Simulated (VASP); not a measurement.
# Si2W (I4/mmm) in VASP: a series of runs

Si2W is run at these levels: LDA; tasks: single point.

Program: VASP 6.6.1. These are calculated values, not measurements. Logs are shortened: lines on timing, memory, paths and dates and some standing lists are left out, and cuts for length are marked.

**1. The cell of the first run**

It takes space group I4/mmm (No. 139, tetragonal). Conventional cell: a = 3.283 Å, b = 3.283 Å, c = 7.317 Å, α = 90.00°, β = 90.00°, γ = 90.00°. Si (site symmetry 4mm) has 5 W at 2.29 to 2.69 Å and 5 Si at 2.50 to 2.73 Å within 3.0 Å. Within 3.0 Å of W (site symmetry 4/mmm) lie 10 Si at 2.29 to 2.69 Å.

**2. Single point, LDA**

File INCAR:

```
SYSTEM = Si2W
PREC = Accurate
ENCUT = 520
EDIFF = 1E-6
ISMEAR = 0
SIGMA = 0.15
LREAL = .FALSE.
LASPH = .TRUE.
NELM = 80
ALGO = Normal
ISIF = 2
LWAVE = .FALSE.
LCHARG = .FALSE.
NBANDS = 18
```

File KPOINTS:

```
regular mesh
0
G
  18 18 18
  0 0 0
```

File POSCAR:

```
Si2W
1.0
   -1.6417347651      1.6417347651      3.6582775770
    1.6417347651     -1.6417347651      3.6582775770
    1.6417347651      1.6417347651     -3.6582775770
Si W
2 1
Direct
    0.3132170575      0.3132170575      0.0000000000
    0.6867829425      0.6867829425      0.0000000000
    0.0000000000      0.0000000000      0.0000000000
```

Potentials or basis: VASP PAW LDA potentials, release 64 (Si, W_sv).

Run with:

```bash
cat potpaw_LDA.64/Si/POTCAR potpaw_LDA.64/W_sv/POTCAR > POTCAR
mpirun -np 1 vasp_std > vasp.out
```

OUTCAR:

```text
SYSTEM = Si2W
   PREC = Accurate
   ENCUT = 520
   EDIFF = 1E-6
   ISMEAR = 0
   LREAL = .FALSE.
   LASPH = .TRUE.
   NELM = 80
   ISIF = 2

 ion  position               nearest neighbor table
   1  0.313  0.313  0.000-   3 2.29   2 2.50   2 2.50   2 2.50   2 2.50   3 2.69   3 2.69   3 2.69
                             3 2.69   2 2.73
   2  0.687  0.687  0.000-   3 2.29   1 2.50   1 2.50   1 2.50   1 2.50   3 2.69   3 2.69   3 2.69
                             3 2.69   1 2.73
   3  0.000  0.000  0.000-   1 2.29   2 2.29   2 2.69   1 2.69   2 2.69   2 2.69   2 2.69   1 2.69
                             1 2.69   1 2.69

  LATTYP: Found a body centered tetragonal cell.
 ALAT       =     3.2834695302
 C/A-ratio  =     2.2283000000

  Lattice vectors:

 A1 = (  -1.6417347651,   1.6417347651,   3.6582775770)
 A2 = (   1.6417347651,  -1.6417347651,   3.6582775770)
 A3 = (   1.6417347651,   1.6417347651,  -3.6582775770)

Analysis of symmetry for initial positions (statically):
=====================================================================
 Subroutine PRICEL returns:
 Original cell was already a primitive cell.

 Routine SETGRP: Setting up the symmetry group for a
 body centered tetragonal supercell.

 Subroutine GETGRP returns: Found 16 space group operations
 (whereof 16 operations were pure point group operations)
 out of a pool of 16 trial point group operations.

The static configuration has the point symmetry D_4h.

Analysis of symmetry for dynamics (positions and initial velocities):
=====================================================================
 Subroutine PRICEL returns:
 Original cell was already a primitive cell.

 Routine SETGRP: Setting up the symmetry group for a
 body centered tetragonal supercell.

 Subroutine GETGRP returns: Found 16 space group operations
 (whereof 16 operations were pure point group operations)
 out of a pool of 16 trial point group operations.

The dynamic configuration has the point symmetry D_4h.

 Subroutine INISYM returns: Found 16 space group operations
 (whereof 16 operations are pure point group operations),
 and found     1 'primitive' translations

----------------------------------------------------------------------------------------

                                     Primitive cell

  volume of cell :      39.4405

  direct lattice vectors                    reciprocal lattice vectors
    -1.641734765  1.641734765  3.658277577     0.000000000  0.304555895  0.136676343
[... 82 lines left out ...]
   ISPIN  =      1    spin polarized calculation?
   LNONCOLLINEAR =      F non collinear calculations
   LSORBIT =      F    spin-orbit coupling
   LASPH  =      T    aspherical Exc in radial PAW
   ENCUT  =  520.0 eV  38.22 Ry    6.18 a.u.   8.06  8.06  8.06*2*pi/ulx,y,z
   NELM   =     80;   NELMIN=  2; NELMDL= -5     # of ELM steps
   EDIFF  = 0.1E-05   stopping-criterion for ELM
   LREAL  =      F    real-space projection
   EDIFFG = 0.1E-04   stopping-criterion for IOM
   NSW    =      0    number of steps for IOM
   IBRION =     -1    ionic relax: 0-MD 1-quasi-New 2-CG
   NFREE  =      0    steps in history (QN), initial steepest desc. (CG)
   ISIF   =      2    stress and relaxation
   ISYM   =      2    0-nonsym 1-usesym 2-fastsym
   POTIM  = 0.5000    time-step for ionic-motion
   TEBEG  =    0.0;   TEEND  =   0.0 temperature during run
   PSTRESS=    0.0 pullay stress
   NELECT =      22.0000    total number of electrons
   NUPDOWN=      -1.0000    fix difference up-down
   EMIN   =  10.00;   EMAX   =-10.00  energy-range for DOS
   EFERMI =   0.00;   METHOD = LEGACY
   ISMEAR =     0;   SIGMA  =   0.15  broadening in eV -4-tet -1-fermi 0-gaus
   EFERMI_NEDOS =   21; number of points for ismear=-14 and -15
   IALGO  =     38    algorithm
   IMIX   =      4    mixing-type and parameters
     AMIX     =   0.40;   BMIX     =  1.00
     AMIX_MAG =   1.60;   BMIX_MAG =  1.00
  volume/ion in A,a.u.               =      13.15        88.72
  Fermi-wavevector in a.u.,A,eV,Ry     =   1.347622  2.546637 24.709347  1.816086
  Thomas-Fermi vector in A             =   2.475358
   LORBIT       =      0    0 simple, 1 ext, 2 COOP (PROOUT), +10 PAW based schemes
   GGA     = CA    functional components
   LHFCALC =     F    Hartree Fock is set to
   AEXX    =    0.0000 exact exchange contribution
   IVDW    =     0    specifies the selected vdW correction
   LEPSILON=     F    determine dielectric tensor
   LRPA    =     F    only Hartree local field effects (RPA)
 non-spin polarized calculation
 Gauss-broadening in eV      SIGMA  =   0.15
  energy-cutoff  :      520.00
  volume of cell :       39.44
 maximum number of plane-waves:      1082
   NGX = 17   NGY = 17   NGZ = 17

 number of electron      22.0000000 magnetization

 Free energy of the ion-electron system (eV)
  ---------------------------------------------------
  ext. energy  EPLUGINS =         0.00000000
  ---------------------------------------------------
  free energy    TOTEN  =       -26.31973381 eV

  energy without entropy =      -26.31623333  energy(sigma->0) =      -26.31798357

 E-fermi :  12.1154     XC(G=0): -12.7420

 val. band max:       12.1141967404   @ k =   0.1111   0.0000  -0.0000
 cond. band min:      12.1154665904   @ k =  -0.3889  -0.4444   0.2778
 fundamental gap:      0.0012698500
 Fermi energy:        12.1153719257

 k-point     1 :       0.0000    0.0000    0.0000
  band No.  band energies     occupation
      1     -61.1224      2.00000
      2     -25.8375      2.00000
      3     -25.6180      2.00000
      4     -25.6180      2.00000
      5      -2.1424      2.00000
      6       6.0080      2.00000
[... 481 lines left out ...]
      5      -1.2818      2.00000
      6       5.6107      2.00000
[... 10 lines left out ...]
     17      18.7546      0.00000
     18      19.6944      0.00000

 [... further k-points ...]
[... 5 lines left out ...]
  --------------------------------------------------------------------------------------
  -------------------------------------------------------------------------------------
  Total       -2.6877333     -2.6877333     12.6150091      0.0000000      0.0000000      0.0000000
  in kB     -109.1827722   -109.1827722    512.4547414      0.0000000      0.0000000      0.0000000
  external PRESSURE =      98.0297323 kB  Pullay stress =       0.0000000 kB

 VOLUME and BASIS-vectors are now :
 -----------------------------------------------------------------------------
  energy-cutoff  :      520.00
  volume of cell :       39.44
      direct lattice vectors                 reciprocal lattice vectors
    -1.641734765  1.641734765  3.658277577     0.000000000  0.304555895  0.136676343
     1.641734765 -1.641734765  3.658277577     0.304555895  0.000000000  0.136676343
     1.641734765  1.641734765 -3.658277577     0.304555895  0.304555895  0.000000000

 POSITION                                       TOTAL-FORCE (eV/Angst)
 -----------------------------------------------------------------------------------
      0.00000      0.00000      2.29167        -0.000000     -0.000000      4.337504
      0.00000      0.00000      5.02489         0.000000      0.000000     -4.337504
      0.00000      0.00000      0.00000        -0.000000     -0.000000     -0.000000
 -----------------------------------------------------------------------------------
    total drift:                               -0.000000      0.000000     -0.000000

  FREE ENERGIE OF THE ION-ELECTRON SYSTEM (eV)
  ---------------------------------------------------
  free  energy   TOTEN  =       -26.3197338112 eV

  energy  without entropy=      -26.3162333325  energy(sigma->0) =      -26.31798357
```

OSZICAR:

```text
N       E                     dE             d eps       ncg     rms          rms(c)
DAV:   1     0.130999824397E+03    0.13100E+03   -0.10893E+04 17288   0.124E+03
DAV:   2    -0.226460577860E+02   -0.15365E+03   -0.14995E+03 19910   0.324E+02
DAV:   3    -0.272294264324E+02   -0.45834E+01   -0.45217E+01 21606   0.505E+01
DAV:   4    -0.272696416070E+02   -0.40215E-01   -0.40170E-01 20646   0.501E+00
DAV:   5    -0.272700894013E+02   -0.44779E-03   -0.44777E-03 20558   0.556E-01    0.271E+01
DAV:   6    -0.264507847816E+02    0.81930E+00   -0.31977E+00 19058   0.126E+01    0.997E+00
DAV:   7    -0.263447444027E+02    0.10604E+00   -0.20190E-01 19078   0.280E+00    0.471E+00
DAV:   8    -0.263204168372E+02    0.24328E-01   -0.40067E-02 20060   0.145E+00    0.293E-01
DAV:   9    -0.263198512177E+02    0.56562E-03   -0.14420E-03 20192   0.287E-01    0.161E-01
DAV:  10    -0.263197401405E+02    0.11108E-03   -0.18406E-04 20974   0.112E-01    0.452E-02
DAV:  11    -0.263197339096E+02    0.62308E-05   -0.25517E-05 20140   0.312E-02    0.126E-02
DAV:  12    -0.263197338112E+02    0.98485E-07   -0.10308E-06 12098   0.652E-03
   1 F= -.26319734E+02 E0= -.26317984E+02  d E =-.350048E-02
```

stdout:

```text
POSCAR found type information on POSCAR SiW
 POSCAR found :  2 types and       3 ions
 scaLAPACK will be used
 LDA part: xc-table for (Slater(with rela. corr.)+CA(PZ))
 , standard interpolation
 POSCAR, INCAR and KPOINTS ok, starting setup
 FFT: planning ... GRIDC
 FFT: planning ... GRID_SOFT
 FFT: planning ... GRID
 WAVECAR not read
 entering main loop
```

Run time: 5.4 min. Hardware: 1 thread of Intel Xeon 8259CL, shared host; peak memory 0.41 GiB.

Results:

* Free energy: -26.3197 eV
* Pressure: 9.8 GPa
* Largest force: 4.338 eV/Å
* Band gap on the k mesh: zero (bands 11 and 12 overlap by 1.37 eV)

Forces in eV/Å, atoms in the order of the input:
```
Si   0.000  0.000  4.338
Si   0.000  0.000 -4.338
W    0.000  0.000  0.000
```

Caveat: the cell stands under pressure; spin-orbit coupling is left out, which moves the levels of the heavy elements; forces of over 1 eV/Å act on the atoms, so gaps and moduli don't describe the material at rest.

**3. Single point, LDA**

This run uses another cell than the first one, of the same volume but with other edges.

File INCAR:

```
ALGO     = Normal         # electronic algorithm
EDIFF    = 1E-7           # SCF threshold, eV
ENCUT    = 520            # plane-wave cutoff, eV
GGA      = CA             # functional
ISIF     = 2              # what is computed and relaxed
ISMEAR   = 0              # smearing method
LASPH    = True           # aspherical terms in the spheres
LCHARG   = True           # write CHGCAR
LELF     = True           # ELF
LREAL    = False          # projectors in reciprocal space
LVHAR    = True         
LWAVE    = False          # write WAVECAR
NBANDS   = 18             # bands
NELM     = 80             # most SCF steps
PREC     = Accurate       # precision mode
SIGMA    = 0.15           # smearing width, eV
```

File KPOINTS:

```
k-points
0
Gamma
  18 18 18
```

File POSCAR:

```
Si2W
1.0
   -1.5493399447      1.5493399447      4.1076100613
    1.5493399447     -1.5493399447      4.1076100613
    1.5493399447      1.5493399447     -4.1076100613
Si W
2 1
Direct
    0.3561119391      0.3561119391      0.0000000000
    0.6438880609      0.6438880609      0.0000000000
    0.0000000000      0.0000000000      0.0000000000
```

Potentials or basis: VASP PAW LDA potentials, release 64 (Si, W_sv).

Run with:

```bash
cat potpaw_LDA.64/Si/POTCAR potpaw_LDA.64/W_sv/POTCAR > POTCAR
mpirun -np 1 vasp_std > vasp.out
```

Wall time 9.9 min (1 thread of Intel Xeon 8259CL, shared host); peak memory 0.43 GiB.

The run converged. Its results:

```
Free energy            : -26.5985 eV
Pressure               : 12.3 GPa
Largest force          : 3.422 eV/Å
Band gap on the k mesh : zero (bands 11 and 12 overlap by 0.67 eV)
```

Forces in eV/Å, atoms in the order of the input:
```
Si   0.000  0.000 -3.422
Si   0.000  0.000  3.422
W    0.000  0.000  0.000
```

Stress tensor (GPa, compression positive):
```
19.02  0.00  0.00
 0.00 19.02  0.00
 0.00  0.00 -1.22
```

Levels at points of the mesh, in eV from the Fermi level:
| k point | band 8 | band 9 | band 10 | band 11 | band 12 | band 13 | band 14 | band 15 |
| --- | --- | --- | --- | --- | --- | --- | --- | --- |
| (0.00, 0.00, 0.00) | -4.32 | -2.23 | -2.23 | 0.41 | 2.49 | 2.49 | 3.78 | 4.05 |
| (0.50, 0.00, 0.00) | -5.16 | -3.50 | -2.95 | -0.29 | 2.13 | 2.90 | 3.62 | 4.15 |
| (0.50, 0.50, 0.00) | -4.70 | -4.24 | -4.21 | -2.55 | 2.86 | 3.11 | 3.24 | 3.66 |
| (0.50, 0.50, 0.50) | -2.18 | -0.86 | -0.86 | 0.19 | 0.19 | 0.49 | 3.65 | 3.94 |

Caveat: the cell stands under pressure; spin-orbit coupling is left out, which moves the levels of the heavy elements; forces of over 1 eV/Å act on the atoms, so gaps and moduli don't describe the material at rest.

**4. Single point, LDA**

This run uses another cell than the first one, of the same volume but with other edges.

File INCAR:

```
SYSTEM = Si2W
  PREC = Accurate
  ENCUT = 520
  EDIFF = 1E-7
  ISMEAR = 0
  SIGMA = 0.15
  LREAL = .FALSE.
  LASPH = .TRUE.
  NELM = 60
  ALGO = Normal
  ISIF = 2
  LWAVE = .FALSE.
  LCHARG = .FALSE.
  NBANDS = 18
```

File KPOINTS:

```
regular mesh
0
G
  18 18 18
  0 0 0
```

File POSCAR:

```
Si2W
1.0
   -1.5493399447      1.5493399447      4.1076100613
    1.5493399447     -1.5493399447      4.1076100613
    1.5493399447      1.5493399447     -4.1076100613
Si W
2 1
Direct
    0.3346644983      0.3346644983      0.0000000000
    0.6653355017      0.6653355017      0.0000000000
    0.0000000000      0.0000000000      0.0000000000
```

Run with:

```bash
cat potpaw_LDA.64/Si/POTCAR potpaw_LDA.64/W_sv/POTCAR > POTCAR
mpirun -np 1 vasp_std > vasp.out
```

Wall time 10 min (1 thread of Intel Xeon 8259CL, shared host); peak memory 0.43 GiB.

It converged, with:

| Quantity | Value |
| --- | --- |
| Free energy | -27.1348 eV |
| Pressure | 0.8 GPa |
| Largest force | 0.051 eV/Å |
| Band gap on the k mesh | zero (bands 11 and 12 overlap by 1.58 eV) |

Forces on the atoms (eV/Å):
```
Si   0.000  0.000  0.051
Si   0.000  0.000 -0.051
W    0.000  0.000  0.000
```

Stress tensor (GPa, compression positive):
```
 10.96   0.00   0.00
  0.00  10.96   0.00
  0.00   0.00 -19.66
```

Levels at points of the mesh, in eV from the Fermi level:
```
           k point  band 7  band 8  band 9  band 10  band 11  band 12  band 13  band 14  band 15  band 16
(0.00, 0.00, 0.00)   -4.81   -3.67   -2.55    -2.55     1.07     2.94     3.38     3.73     3.73     3.86
(0.50, 0.00, 0.00)   -6.21   -5.06   -3.14    -2.48    -0.27     3.04     3.09     3.30     3.80     5.74
(0.50, 0.50, 0.00)   -5.99   -5.48   -4.99    -3.95    -1.63     2.07     2.88     3.01     3.46     4.17
(0.50, 0.50, 0.50)   -4.05   -2.70   -0.66    -0.66    -0.28    -0.28     1.19     3.03     4.62     5.78
```

Caveat: spin-orbit coupling is left out, which moves the levels of the heavy elements.

(Continued in part 2 of 2.)
